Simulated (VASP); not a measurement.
# Co (Fd-3m) in VASP: notebook, part 2 of 2

VASP 6.6.1. Earlier steps stand in the parts before.

## Step 3: Single point, LDA, collinear spin, ferromagnetic start

Contents of INCAR:

```
PREC = Accurate
ENCUT = 520
EDIFF = 1E-6
ISMEAR = -1
SIGMA = 0.1
LREAL = F
LASPH = T
NELM = 150
ALGO = Normal
ISIF = 2
LWAVE = F
LCHARG = T
ISPIN = 2
MAGMOM = 1.7 1.7
LORBIT = 11
LMAXMIX = 4
GGA = CA
LELF = T
LVHAR = T
NBANDS = 20
```

Contents of KPOINTS:

```
regular mesh
0
Gamma
  17 17 17
```

Contents of POSCAR:

```
Co
1.0
    0.0000000000      1.9344121648      1.9344121648
    1.9344121648      0.0000000000      1.9344121648
    1.9344121648      1.9344121648      0.0000000000
Co
2
Direct
   -0.1250000000     -0.1250000000     -0.1250000000
    0.1250000000      0.1250000000      0.1250000000
```

Potentials or basis: VASP PAW LDA potentials, release 64 (Co).

Run with:

```bash
> cat potpaw_LDA.64/Co/POTCAR > POTCAR
> mpirun -np 1 vasp_std > vasp.out
```

OUTCAR:

```text
PREC = Accurate
   ENCUT = 520
   EDIFF = 1E-6
   ISMEAR = -1
   LREAL = F
   LASPH = T
   NELM = 150
   ISIF = 2
   ISPIN = 2
   LORBIT = 11
   GGA = CA

 ion  position               nearest neighbor table
   1  0.875  0.875  0.875-   2 1.68   2 1.68   2 1.68   2 1.68
   2  0.125  0.125  0.125-   1 1.68   1 1.68   1 1.68   1 1.68

  LATTYP: Found a face centered cubic cell.
 ALAT       =     3.8688243296

  Lattice vectors:

 A1 = (   0.0000000000,   1.9344121648,   1.9344121648)
 A2 = (   1.9344121648,   0.0000000000,   1.9344121648)
 A3 = (   1.9344121648,   1.9344121648,   0.0000000000)

Analysis of symmetry for initial positions (statically):
[... 6 lines left out ...]

 Subroutine GETGRP returns: Found 48 space group operations
 (whereof 12 operations were pure point group operations)
 out of a pool of 48 trial point group operations.

The static configuration has the point symmetry D_3d.
 The point group associated with its full space group is O_h .

Analysis of symmetry for dynamics (positions and initial velocities):
[... 6 lines left out ...]

 Subroutine GETGRP returns: Found 48 space group operations
 (whereof 12 operations were pure point group operations)
 out of a pool of 48 trial point group operations.

The dynamic configuration has the point symmetry D_3d.
 The point group associated with its full space group is O_h .

Analysis of structural, dynamic, and magnetic symmetry:
=====================================================================
 Subroutine PRICEL returns:
 Original cell was already a primitive cell.

 Routine SETGRP: Setting up the symmetry group for a
 face centered cubic supercell.

 Subroutine GETGRP returns: Found 48 space group operations
 (whereof 12 operations were pure point group operations)
 out of a pool of 48 trial point group operations.

The overall configuration has the point symmetry D_3d.
 The point group associated with its full space group is O_h .

 Subroutine INISYM returns: Found 48 space group operations
 (whereof 12 operations are pure point group operations),
 and found     1 'primitive' translations

----------------------------------------------------------------------------------------

                                     Primitive cell

  volume of cell :      14.4769

  direct lattice vectors                    reciprocal lattice vectors
     0.000000000  1.934412165  1.934412165    -0.258476456  0.258476456  0.258476456
     1.934412165  0.000000000  1.934412165     0.258476456 -0.258476456  0.258476456
     1.934412165  1.934412165  0.000000000     0.258476456  0.258476456 -0.258476456

  length of vectors
     2.735671919  2.735671919  2.735671919     0.447694354  0.447694354  0.447694354

  position of ions in fractional coordinates (direct lattice)
     0.875000000  0.875000000  0.875000000
     0.125000000  0.125000000  0.125000000

  ion indices of the primitive-cell ions
   primitive index   ion index
                 1           1
                 2           2

----------------------------------------------------------------------------------------

[... 51 lines left out ...]
   k-points           NKPTS =    165   k-points in BZ     NKDIM =    165   number of bands    NBANDS=     20
   number of dos      NEDOS =    301   number of ions     NIONS =      2
   total plane-waves  NPLWV =   8000
   dimension x,y,z NGX =    20 NGY =   20 NGZ =   20
   dimension x,y,z NGXF=    40 NGYF=   40 NGZF=   40
   ions per type =               2
   NGX,Y,Z   is equivalent  to a cutoff of  12.15, 12.15, 12.15 a.u.
   NGXF,Y,Z  is equivalent  to a cutoff of  24.31, 24.31, 24.31 a.u.
 SYSTEM =  unknown system
   PREC   = accura    normal or accurate (medium, high low for compatibility)
   ISTART =      0    job   : 0-new  1-cont  2-samecut
   ICHARG =      2    charge: 1-file 2-atom 10-const
   ISPIN  =      2    spin polarized calculation?
   LNONCOLLINEAR =      F non collinear calculations
   LSORBIT =      F    spin-orbit coupling
   LASPH  =      T    aspherical Exc in radial PAW
   ENCUT  =  520.0 eV  38.22 Ry    6.18 a.u.   5.09  5.09  5.09*2*pi/ulx,y,z
   NELM   =    150;   NELMIN=  2; NELMDL= -5     # of ELM steps
   EDIFF  = 0.1E-05   stopping-criterion for ELM
   LREAL  =      F    real-space projection
   EDIFFG = 0.1E-04   stopping-criterion for IOM
   NSW    =      0    number of steps for IOM
   IBRION =     -1    ionic relax: 0-MD 1-quasi-New 2-CG
   NFREE  =      0    steps in history (QN), initial steepest desc. (CG)
   ISIF   =      2    stress and relaxation
   ISYM   =      2    0-nonsym 1-usesym 2-fastsym
   POTIM  = 0.5000    time-step for ionic-motion
   TEBEG  =    0.0;   TEEND  =   0.0 temperature during run
   PSTRESS=    0.0 pullay stress
   NELECT =      18.0000    total number of electrons
   NUPDOWN=      -1.0000    fix difference up-down
   EMIN   =  10.00;   EMAX   =-10.00  energy-range for DOS
   EFERMI =   0.00;   METHOD = LEGACY
   ISMEAR =    -1;   SIGMA  =   0.10  broadening in eV -4-tet -1-fermi 0-gaus
   EFERMI_NEDOS =   21; number of points for ismear=-14 and -15
   IALGO  =     38    algorithm
   IMIX   =      4    mixing-type and parameters
     AMIX     =   0.40;   BMIX     =  1.00
     AMIX_MAG =   1.60;   BMIX_MAG =  1.00
  volume/ion in A,a.u.               =       7.24        48.85
  Fermi-wavevector in a.u.,A,eV,Ry     =   1.760381  3.326638 42.163652  3.098941
  Thomas-Fermi vector in A             =   2.829158
   LORBIT       =     11    0 simple, 1 ext, 2 COOP (PROOUT), +10 PAW based schemes
   GGA     = CA    functional components
   LHFCALC =     F    Hartree Fock is set to
   AEXX    =    0.0000 exact exchange contribution
   IVDW    =     0    specifies the selected vdW correction
   LEPSILON=     F    determine dielectric tensor
   LRPA    =     F    only Hartree local field effects (RPA)
 spin polarized calculation
  energy-cutoff  :      520.00
  volume of cell :       14.48
 maximum number of plane-waves:       398
   NGX = 11   NGY = 11   NGZ = 11

 number of electron      17.9999982 magnetization      -0.0000418

 number of electron      17.9999982 magnetization       0.0007826

 Free energy of the ion-electron system (eV)
  ---------------------------------------------------
  ext. energy  EPLUGINS =         0.00000000
  ---------------------------------------------------
  free energy    TOTEN  =        -4.89726931 eV

  energy without entropy =       -4.84635077  energy(sigma->0) =       -4.87181004

 E-fermi :  18.4217     XC(G=0): -15.9041

 val. band max:       18.4211391235   @ k =  -0.4706   0.2353   0.1176
 cond. band min:      18.4356196631   @ k =   0.3529   0.1765   0.0588
 fundamental gap:      0.0144805396
 Fermi energy:        18.4217203222

 spin component 1

 k-point     1 :       0.0000    0.0000    0.0000
  band No.  band energies     occupation
      1       6.8977      1.00000
      2      10.4880      1.00000
      3      10.4880      1.00000
      4      12.0603      1.00000
      5      12.0603      1.00000
      6      12.0603      1.00000
[... 541 lines left out ...]
     19      44.9996      0.00000
     20      47.9508      0.00000

 [... further k-points ...]

 spin component 2

 k-point     1 :       0.0000    0.0000    0.0000
  band No.  band energies     occupation
      1       6.8978      1.00000
      2      10.4880      1.00000
      3      10.4880      1.00000
      4      12.0603      1.00000
      5      12.0603      1.00000
      6      12.0603      1.00000
[... 541 lines left out ...]
     19      44.9997      0.00000
     20      47.9502      0.00000

 [... further k-points ...]
[... 5 lines left out ...]
  --------------------------------------------------------------------------------------
  -------------------------------------------------------------------------------------
  Total       33.2822009     33.2822009     33.2822009      0.0000000     -0.0000000      0.0000000
  in kB     3683.3719831   3683.3719831   3683.3719831      0.0000000     -0.0000000      0.0000000
  external PRESSURE =    3683.3719831 kB  Pullay stress =       0.0000000 kB

 VOLUME and BASIS-vectors are now :
 -----------------------------------------------------------------------------
  energy-cutoff  :      520.00
  volume of cell :       14.48
      direct lattice vectors                 reciprocal lattice vectors
     0.000000000  1.934412165  1.934412165    -0.258476456  0.258476456  0.258476456
     1.934412165  0.000000000  1.934412165     0.258476456 -0.258476456  0.258476456
     1.934412165  1.934412165  0.000000000     0.258476456  0.258476456 -0.258476456

 POSITION                                       TOTAL-FORCE (eV/Angst)
 -----------------------------------------------------------------------------------
      3.38522      3.38522      3.38522        -0.000000     -0.000000     -0.000000
      0.48360      0.48360      0.48360         0.000000      0.000000      0.000000
 -----------------------------------------------------------------------------------
    total drift:                                0.000000     -0.000000     -0.000000

  FREE ENERGIE OF THE ION-ELECTRON SYSTEM (eV)
  ---------------------------------------------------
  free  energy   TOTEN  =        -4.8972693086 eV

  energy  without entropy=       -4.8463507741  energy(sigma->0) =       -4.87181004

 total charge

# of ion       s       p       d       tot
------------------------------------------
    1        0.833   0.982   8.315  10.131
    2        0.833   0.982   8.315  10.131
--------------------------------------------------
tot          1.666   1.965  16.630  20.261

 magnetization (x)

# of ion       s       p       d       tot
------------------------------------------
    1       -0.000   0.000   0.000   0.000
    2       -0.000   0.000   0.000   0.000
--------------------------------------------------
tot         -0.000   0.000   0.000   0.000
```

OSZICAR:

```text
N       E                     dE             d eps       ncg     rms          rms(c)
DAV:   1     0.984141254372E+02    0.98414E+02   -0.74964E+03 14596   0.137E+03
DAV:   2     0.757229646943E+00   -0.97657E+02   -0.86658E+02 13324   0.238E+02
DAV:   3    -0.486204493037E+01   -0.56193E+01   -0.54880E+01 14696   0.659E+01
DAV:   4    -0.494370931136E+01   -0.81664E-01   -0.81611E-01 16272   0.702E+00
DAV:   5    -0.494630694897E+01   -0.25976E-02   -0.25974E-02 16472   0.131E+00    0.316E+01
DAV:   6    -0.515548404477E+01   -0.20918E+00   -0.36000E-02 23304   0.370E+00    0.180E+01
DAV:   7    -0.494479932214E+01    0.21068E+00   -0.36029E-02 19852   0.317E+00    0.114E+01
DAV:   8    -0.489711494296E+01    0.47684E-01   -0.89872E-03 18988   0.101E+00    0.242E+00
DAV:   9    -0.489694793814E+01    0.16700E-03   -0.36477E-03 19688   0.988E-01    0.232E-01
DAV:  10    -0.489726778396E+01   -0.31985E-03   -0.26907E-04 18160   0.232E-01    0.591E-02
DAV:  11    -0.489727905893E+01   -0.11275E-04   -0.16557E-05 16680   0.379E-02    0.467E-02
DAV:  12    -0.489727029317E+01    0.87658E-05   -0.21367E-06 16956   0.134E-02    0.139E-02
DAV:  13    -0.489726930863E+01    0.98454E-06   -0.41010E-07  9984   0.810E-03
   1 F= -.48972693E+01 E0= -.48718100E+01  d E =-.509185E-01  mag=    -0.0003
```

stdout:

```text
POSCAR found type information on POSCAR Co
 POSCAR found :  1 types and       2 ions
 scaLAPACK will be used
 LDA part: xc-table for (Slater(with rela. corr.)+CA(PZ))
 , standard interpolation
 POSCAR, INCAR and KPOINTS ok, starting setup
 FFT: planning ... GRIDC
 FFT: planning ... GRID_SOFT
 FFT: planning ... GRID
 WAVECAR not read
 entering main loop
```

Run time: 76 s. Hardware: 1 thread of AMD EPYC 9R14 (Zen 4), shared host; peak memory 0.14 GiB.

Results:

```
Free energy            : -4.8973 eV
Pressure               : 368.3 GPa
Band gap on the k mesh : zero (filled and empty bands overlap)
Net moment             : 0.00 μB per cell
```

Caveat: the starting moments collapsed, and a magnetic state may lie lower.
